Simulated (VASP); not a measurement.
## MgB2: electric field gradients with r2SCAN

MgB2:

```
Mg B
1.0
     3.07052    0.00000    0.00000
    -1.53526    2.65915    0.00000
     0.00000    0.00000    3.50605
Mg B
1 2
Direct
  0.00000 0.00000 0.00000
  0.33333 0.66667 0.50000
  0.66667 0.33333 0.50000
```

| Item | Value |
| --- | --- |
| Program | VASP 6.6.1 |
| Task | electric field gradients |
| Functional | r2SCAN |
| Potentials or basis | VASP PAW PBE potentials, release 64 (Mg, B) |
| Cutoff | 520 eV |
| k mesh | 14 × 14 × 12 |
| Occupations | gaussian, width 0.05 eV |
| Spin | no spin polarisation |
| Dipole correction | no |
| Further INCAR settings | ALGO = Normal; EDIFF = 1e-08; NBANDS = 11 |

```
Pressure               : -0.4 GPa
Band gap on the k mesh : zero (band 4 reaches 6.84 eV, above the bottom of band 5 at 3.67 eV)
```

Stress tensor (GPa, compression positive):
```
-0.33  0.00  0.00
 0.00 -0.33  0.00
 0.00  0.00 -0.65
```

Levels at points of the mesh, in eV from the Fermi level:
| k point | band 1 | band 2 | band 3 | band 4 | band 5 | band 6 | band 7 | band 8 |
| --- | --- | --- | --- | --- | --- | --- | --- | --- |
| (0.00, 0.00, 0.00) | -13.31 | -3.16 | 0.39 | 0.39 | 2.00 | 6.68 | 6.68 | 8.63 |
| (0.50, 0.00, 0.00) | -9.23 | -8.34 | -2.34 | 0.20 | 3.32 | 4.16 | 5.84 | 8.00 |
| (0.00, 0.00, 0.50) | -12.01 | -7.81 | 0.80 | 0.80 | 6.99 | 6.99 | 8.66 | 10.58 |
| (0.50, 0.00, 0.50) | -8.21 | -7.42 | -3.79 | -2.04 | -1.24 | 6.12 | 9.59 | 9.80 |

Electric field gradients, principal values (V/Å²):
| atom | least | middle | greatest (by size) |
| --- | --- | --- | --- |
| 1 Mg | 0.075 | 0.075 | -0.150 |
| 2 B | -9.819 | -9.819 | 19.638 |
| 3 B | -9.819 | -9.819 | 19.638 |

Wall time 6.6 min on 1 thread of AMD EPYC 7R13 (shared host), peak memory 0.16 GiB.

Caveat: without QUAD_EFG the Cq values of the log hold for a quadrupole moment of 1 mb, not for the nuclei; the PAW data sets were made with another functional, which shifts forces and pressure a little.
